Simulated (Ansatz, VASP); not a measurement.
One calculation of WS2, two programs

Contents of INCAR:

```
SYSTEM = WS2
PREC = Accurate
ENCUT = 520
EDIFF = 1E-6
ISMEAR = 0
SIGMA = 0.05
LREAL = .FALSE.
LASPH = .TRUE.
NELM = 80
ALGO = Normal
ISIF = 2
LWAVE = .FALSE.
LCHARG = .TRUE.
GGA = PS
LELF = .TRUE.
LVHAR = .TRUE.
NBANDS = 20
```

Contents of KPOINTS:

```
regular mesh
0
G
  12 12 2
  0 0 0
```

POSCAR

```
WS2
1.0
    3.3030650360      0.0000000000      0.0000000000
   -1.6515325180      2.8605382316      0.0000000000
    0.0000000000      0.0000000000     17.3772566117
W S
1 2
Direct
    0.3333333333      0.6666666667      0.0000000000
    0.6666666667      0.3333333333      0.9075761491
    0.6666666667      0.3333333333      0.0924238509
```

Input for Ansatz:

```yaml
crystal:
  lattice:
    - [3.303065036, 0.0, 0.0]
    - [-1.651532518, 2.8605382316, 0.0]
    - [0.0, 0.0, 17.3772566117]
  atoms:
    - { symbol: W, position: [0.3333333333, 0.6666666667, 0.0] }
    - { symbol: S, position: [0.6666666667, 0.3333333333, 0.9075761491] }
    - { symbol: S, position: [0.6666666667, 0.3333333333, 0.0924238509] }
basis:
  ecutwfc: 420
kpoints:
  mp_grid: { grid: [12, 12, 2] }
hamiltonian:
  xc: pbesol
scf:
  occupations: { method: gaussian, width: 0.05 }
output:
  forces: true
  stress: true
  eigenvalues: true
  write_density: true
  write_potential: true
  elf: true
  volumetric_format: npy
```

Change from the starting cell: strain +0.050 along x and y, +0.025 along z, atoms carried along.

Alike in both runs: task single point; functional PBEsol; k mesh 12 × 12 × 2; occupations gaussian, width 0.05 eV; no spin polarisation.

|  | VASP | Ansatz |
| --- | --- | --- |
| version | VASP 6.6.1 | Ansatz 0.2.0 |
| potentials or method | VASP PAW PBE potentials, release 64 (W_sv, S), cutoff 520 eV | scalar-relativistic, plane waves, PAW |
| valence electrons in the cell | 26 | 26 |

|  | VASP | Ansatz | Ansatz less VASP |
| --- | --- | --- | --- |
| gap on the k mesh at the Fermi level (eV) | 1.45 | 1.44 | -0.009 |
| least direct gap on the mesh (eV) | 1.52 | 1.52 | -0.003 |
| rms of the force components (eV/Å) | 0.754 | 0.762 | +0.0076 |

VASP's potentials were made for PBE, not for PBEsol. Atom by atom the forces differ by 0.008 eV/Å (rms over components). Ansatz's warnings: xc potential rough in thin density.

Neither program's run includes spin-orbit coupling.
